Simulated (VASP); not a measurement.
Write the native input for VASP 6.6.1 that does the following.

* Task: electric field gradients
* Functional: LDA
* Potentials or basis: VASP PAW LDA potentials, release 64 (Zr_sv, B)
* Cutoff: 520 eV
* k mesh: 13 × 13 × 10
* Occupations: fermi-dirac, width 0.03 eV
* Spin: no spin polarisation
* Dipole correction: no
* Further INCAR settings: ALGO = Normal; EDIFF = 1e-08; NBANDS = 16

The structure of ZrB2 lies in POSCAR:

```
ZrB2
1.0
    3.2066493363      0.0000000000      0.0000000000
   -1.6033246682      2.7770397863      0.0000000000
    0.0000000000      0.0000000000      3.5663211014
Zr B
1 2
Direct
    0.0000000000      0.0000000000      0.0000000000
    0.3333333333      0.6666666667      0.5000000000
    0.6666666667      0.3333333333      0.5000000000
```

This cell differs from its parent crystal: volume scaled by 1.04.

The input as run:

INCAR

```
SYSTEM = ZrB2
PREC = Accurate ; ENCUT = 520
EDIFF = 1E-8 ; ISMEAR = -1
SIGMA = 0.03 ; LREAL = .FALSE.
LASPH = .TRUE. ; NELM = 60
ALGO = Normal ; ISIF = 2
LWAVE = .FALSE. ; LCHARG = .FALSE.
LEFG = .TRUE. ; NBANDS = 16
```

KPOINTS

```
regular mesh
0
G
  13 13 10
  0 0 0
```

Potentials or basis: VASP PAW LDA potentials, release 64 (Zr_sv, B).

Launch:

```sh
$ cat potpaw_LDA.64/Zr_sv/POTCAR potpaw_LDA.64/B/POTCAR > POTCAR
$ mpirun -np 1 vasp_std > vasp.out
```

Results of the run:

| Quantity | Value |
| --- | --- |
| Pressure | -15.3 GPa |
| Band gap on the k mesh | zero (band 9 reaches 10.66 eV, above the bottom of band 10 at 9.82 eV) |

Caveat: without QUAD_EFG the Cq values of the log hold for a quadrupole moment of 1 mb, not for the nuclei.

It took 68 s on 1 thread of Intel Xeon 8259CL (shared host), peak memory 0.18 GiB.
